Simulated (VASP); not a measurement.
Input of a VASP 6.6.1 run:

Contents of POSCAR:

```
Sb
1.0
    3.2015837161      0.0000000000      0.0000000000
    0.0000000000      3.2015837161      0.0000000000
    0.0000000000      0.0000000000      3.2015837161
Sb
1
Direct
    0.0000000000      0.0000000000      0.0000000000
```

Contents of INCAR.step1:

```
PREC = Accurate
ENCUT = 520
EDIFF = 1E-5
ISMEAR = -1
SIGMA = 0.05
LREAL = F
LASPH = T
NELM = 60
ALGO = Normal
ISIF = 2
LWAVE = T
LCHARG = F
NBANDS = 8
GGA = PE
```

The input INCAR.step2:

```
PREC = Accurate
ENCUT = 520
EDIFF = 1E-7
ISMEAR = -1
SIGMA = 0.05
LREAL = F
LASPH = T
NELM = 60
ALGO = Normal
ISIF = 2
LWAVE = F
LCHARG = F
METAGGA = R2SCAN
LHFCALC = T
AEXX = 0.25
LMIXTAU = T
PRECFOCK = Normal
NBANDS = 8
ISTART = 1
```

Contents of KPOINTS:

```
Automatic mesh
0
Gamma
  4 4 4
```

Potentials or basis: VASP PAW PBE potentials, release 64 (Sb).

Run with:

```bash
$ cat potpaw_PBE.64/Sb/POTCAR > POTCAR
$ cp INCAR.step1 INCAR
$ mpirun -np 1 vasp_std > vasp.out
$ cp INCAR.step2 INCAR
$ mpirun -np 1 vasp_std > vasp.out
```

Problem. Predict the band gap on the k mesh.

Solution. Zero (an odd number of electrons rules out a gap without spin polarisation).

Problem. Predict the pressure.

Solution. -8.4 GPa.

Caveat: the k points lie up to 0.49 Å⁻¹ apart, too coarse for converged energies and pressures of a metal; the PAW data sets were made with another functional, which shifts forces and pressure a little; spin-orbit coupling is left out, which moves the levels of the heavy elements.
